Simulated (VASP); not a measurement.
# ZnS (R3m) in VASP: a series of runs, part 2 of 2

VASP 6.6.1. Earlier steps stand in the parts before.

## (4) Single point, PBE

INCAR

```
SYSTEM = ZnS
PREC     = Accurate       ! precision mode
ENCUT    = 520            ! plane-wave cutoff, eV
EDIFF    = 1E-7           ! SCF threshold, eV
ISMEAR   = 0              ! smearing method
SIGMA    = 0.05           ! smearing width, eV
LREAL    = .False.        ! projectors in reciprocal space
LASPH    = .True.         ! aspherical terms in the spheres
NELM     = 60             ! most SCF steps
ALGO     = Normal         ! electronic algorithm
ISIF     = 2              ! what is computed and relaxed
LWAVE    = .False.        ! write WAVECAR
LCHARG   = .True.         ! write CHGCAR
GGA      = PE             ! functional
LELF     = .True.         ! ELF
LVHAR    = .True.       
NBANDS   = 16             ! bands
```

KPOINTS

```
Automatic mesh
0
Gamma
  10 10 10
  0 0 0
```

POSCAR

```
ZnS
1.0
    0.0000000000      2.7046500000      2.7046500000
    2.7046500000      0.0000000000      2.7046500000
    2.7046500000      2.7046500000      0.0000000000
Zn S
1 1
Direct
   -0.0466956432     -0.0466956432     -0.0466956432
    0.7500000000      0.7500000000      0.7500000000
```

Potentials or basis: VASP PAW PBE potentials, release 64 (Zn, S).

On the command line:

```sh
> cat potpaw_PBE.64/Zn/POTCAR potpaw_PBE.64/S/POTCAR > POTCAR
> mpirun -np 1 vasp_std > vasp.out
```

OUTCAR:

```text
SYSTEM = ZnS
   PREC = Accurate
   ENCUT = 520
   EDIFF = 1E-7
   ISMEAR = 0
   LREAL = .False.
   LASPH = .True.
   NELM = 60
   ISIF = 2
   GGA = PE

 ion  position               nearest neighbor table
   1  0.953  0.953  0.953-   2 1.90   2 2.52   2 2.52   2 2.52
   2  0.750  0.750  0.750-   1 1.90   1 2.52   1 2.52   1 2.52

  LATTYP: Found a face centered cubic cell.
 ALAT       =     5.4093000000

  Lattice vectors:

 A1 = (   0.0000000000,   2.7046500000,   2.7046500000)
 A2 = (   2.7046500000,   0.0000000000,   2.7046500000)
 A3 = (   2.7046500000,   2.7046500000,   0.0000000000)

Analysis of symmetry for initial positions (statically):
=====================================================================
 Subroutine PRICEL returns:
 Original cell was already a primitive cell.

 Routine SETGRP: Setting up the symmetry group for a
 face centered cubic supercell.

 Subroutine GETGRP returns: Found  6 space group operations
 (whereof  6 operations were pure point group operations)
 out of a pool of 48 trial point group operations.

The static configuration has the point symmetry C_3v.

Analysis of symmetry for dynamics (positions and initial velocities):
=====================================================================
 Subroutine PRICEL returns:
 Original cell was already a primitive cell.

 Routine SETGRP: Setting up the symmetry group for a
 face centered cubic supercell.

 Subroutine GETGRP returns: Found  6 space group operations
 (whereof  6 operations were pure point group operations)
 out of a pool of 48 trial point group operations.

The dynamic configuration has the point symmetry C_3v.

 Subroutine INISYM returns: Found  6 space group operations
 (whereof  6 operations are pure point group operations),
 and found     1 'primitive' translations

----------------------------------------------------------------------------------------

                                     Primitive cell

  volume of cell :      39.5697
[... 108 lines left out ...]
     AMIX     =   0.40;   BMIX     =  1.00
     AMIX_MAG =   1.60;   BMIX_MAG =  1.00
  volume/ion in A,a.u.               =      19.78       133.51
  Fermi-wavevector in a.u.,A,eV,Ry     =   1.259055  2.379268 21.568210  1.585219
  Thomas-Fermi vector in A             =   2.392634
   LORBIT       =      0    0 simple, 1 ext, 2 COOP (PROOUT), +10 PAW based schemes
   GGA     = PE    functional components
   LHFCALC =     F    Hartree Fock is set to
   AEXX    =    0.0000 exact exchange contribution
   IVDW    =     0    specifies the selected vdW correction
   LEPSILON=     F    determine dielectric tensor
   LRPA    =     F    only Hartree local field effects (RPA)
 non-spin polarized calculation
 Gauss-broadening in eV      SIGMA  =   0.05
  energy-cutoff  :      520.00
  volume of cell :       39.57
 maximum number of plane-waves:      1090
   NGX = 15   NGY = 15   NGZ = 15

 number of electron      17.9999994 magnetization

 Free energy of the ion-electron system (eV)
  ---------------------------------------------------
  ext. energy  EPLUGINS =         0.00000000
  ---------------------------------------------------
  free energy    TOTEN  =        -5.73364584 eV

  energy without entropy =       -5.73364584  energy(sigma->0) =       -5.73364584

 E-fermi :   2.4818     XC(G=0):  -9.6003

 val. band max:        2.2726674533   @ k =   0.0000   0.0000   0.0000
 cond. band min:       4.2370501709   @ k =   0.0000   0.0000   0.0000
 fundamental gap:      1.9643827176
 Fermi energy:         2.4817931755

 k-point     1 :       0.0000    0.0000    0.0000
  band No.  band energies     occupation
      1     -11.3465      2.00000
      2      -5.0815      2.00000
      3      -4.6613      2.00000
      4      -4.6613      2.00000
      5      -4.1862      2.00000
      6      -4.1862      2.00000
[... 433 lines left out ...]
      3      -4.3764      2.00000
      4      -4.3385      2.00000
      5      -4.2512      2.00000
      6      -4.2180      2.00000
[... 8 lines left out ...]
     15      15.1753      0.00000
     16      15.7355      0.00000

 [... further k-points ...]

------------------------ aborting loop because EDIFF is reached ----------------------------------------

  FORCE on cell =-STRESS in cart. coord.  units (eV):
  Direction    XX          YY          ZZ          XY          YZ          ZX
  --------------------------------------------------------------------------------------
  -------------------------------------------------------------------------------------
  Total        3.2479541      3.2479541      3.2479541      3.8346271      3.8346271      3.8346271
  in kB      131.5095377    131.5095377    131.5095377    155.2639038    155.2639038    155.2639038
  external PRESSURE =     131.5095377 kB  Pullay stress =       0.0000000 kB

 VOLUME and BASIS-vectors are now :
 -----------------------------------------------------------------------------
  energy-cutoff  :      520.00
  volume of cell :       39.57
      direct lattice vectors                 reciprocal lattice vectors
     0.000000000  2.704650000  2.704650000    -0.184866803  0.184866803  0.184866803
     2.704650000  0.000000000  2.704650000     0.184866803 -0.184866803  0.184866803
     2.704650000  2.704650000  0.000000000     0.184866803  0.184866803 -0.184866803

 POSITION                                       TOTAL-FORCE (eV/Angst)
 -----------------------------------------------------------------------------------
      5.15671      5.15671      5.15671         4.060732      4.060732      4.060732
      4.05697      4.05697      4.05697        -4.060732     -4.060732     -4.060732
 -----------------------------------------------------------------------------------
    total drift:                               -0.000583     -0.000583     -0.000582

  FREE ENERGIE OF THE ION-ELECTRON SYSTEM (eV)
  ---------------------------------------------------
  free  energy   TOTEN  =        -5.7336458368 eV

  energy  without entropy=       -5.7336458368  energy(sigma->0) =       -5.73364584
```

stdout:

```text
POSCAR found type information on POSCAR ZnS
 POSCAR found :  2 types and       2 ions
 scaLAPACK will be used
 LDA part: xc-table for (Slater+PW92), standard interpolation
 POSCAR, INCAR and KPOINTS ok, starting setup
 FFT: planning ... GRIDC
 FFT: planning ... GRID_SOFT
 FFT: planning ... GRID
 WAVECAR not read
 entering main loop
```

Run time: 38 s. Hardware: 1 thread of Intel Xeon 6975P-C (Granite Rapids), shared host; peak memory 0.2 GiB.

Results:

```yaml
Free_energy: -5.7336 eV
Pressure: 13.2 GPa
Largest_force: 7.033 eV/Å
Band_gap_on_the_k_mesh: 1.96 eV, direct
```

Forces in eV/Å, atoms in the order of the input:
```
Zn   4.061  4.061  4.061
S   -4.061 -4.061 -4.061
```

Stress tensor (GPa, compression positive):
```
13.15 15.53 15.53
15.53 13.15 15.53
15.53 15.53 13.15
```

Caveat: the cell differs from its parent crystal (all Zn atoms moved +0.438 Å, as atom 1 towards its neighbour atom 2 (S) at 2.342 Å); forces of over 1 eV/Å act on the atoms, so gaps and moduli don't describe the material at rest.
